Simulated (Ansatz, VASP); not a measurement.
# Mg2O: VASP beside Ansatz

Contents of INCAR:

```
SYSTEM = Mg2O
PREC = Accurate
ENCUT = 600
EDIFF = 1E-7
ISMEAR = 0
SIGMA = 0.2
LREAL = .FALSE.
LASPH = .TRUE.
NELM = 60
ALGO = Normal
ISIF = 3
LWAVE = .FALSE.
LCHARG = .FALSE.
GGA = PE
IBRION = 2
NSW = 36
EDIFFG = -0.08
```

The input KPOINTS:

```
regular mesh
0
G
  7 7 4
  0 0 0
```

The input POSCAR:

```
Mg2O
1.0
    3.1000000000      0.0000000000      0.0000000000
   -1.5500000000      2.6846787500      0.0000000000
    0.0000000000      0.0000000000      4.9400000000
Mg O
2 1
Direct
    0.3333333300      0.6666666700      0.2400000000
    0.6666666700      0.3333333300      0.7600000000
    0.0000000000      0.0000000000      0.0000000000
```

Input for Ansatz:

```yaml
crystal:
  lattice:
    - [3.1, 0.0, 0.0]
    - [-1.55, 2.68467875, 0.0]
    - [0.0, 0.0, 4.94]
  atoms:
    - { symbol: Mg, position: [0.33333333, 0.66666667, 0.24] }
    - { symbol: Mg, position: [0.66666667, 0.33333333, 0.76] }
    - { symbol: O, position: [0.0, 0.0, 0.0] }
basis:
  ecutwfc: 420
kpoints:
  mp_grid: { grid: [7, 7, 4] }
hamiltonian:
  xc: pbe
scf:
  occupations: { method: gaussian, width: 0.2 }
  lower_state_search: "off"
output:
  forces: true
  stress: true
  eigenvalues: true
relax:
  adjacent_minimum: "off"
  f_tol: 0.08
  max_steps: 16
  cell: { stress_tol: 0.8 }
```

Alike in both runs: task relaxation of cell and atoms; functional PBE; k mesh 7 × 7 × 4; occupations gaussian, width 0.2 eV; no spin polarisation.

|  | VASP | Ansatz |
| --- | --- | --- |
| version | VASP 6.6.1 | Ansatz 0.2.0 |
| potentials or method | VASP PAW PBE potentials, release 64 (Mg, O), cutoff 600 eV | scalar-relativistic, plane waves, PAW |
| valence electrons in the cell | 10 | 26 |

|  | VASP | Ansatz | Ansatz less VASP |
| --- | --- | --- | --- |
| gap on the k mesh at the Fermi level, each at its own relaxed structure (eV) | none | none | - |
| relaxed volume (Å³/atom) | 13.83 | 13.79 | -0.033 |
| relaxed cell length with the largest relative difference (Å) | 5.005 | 4.995 | -0.0097 |

A gap of «none» marks a metal or a gap that the smearing closes. VASP's potentials hold 10 valence electrons a cell and Ansatz's 26, so a difference there can come from the potentials and not from the codes.
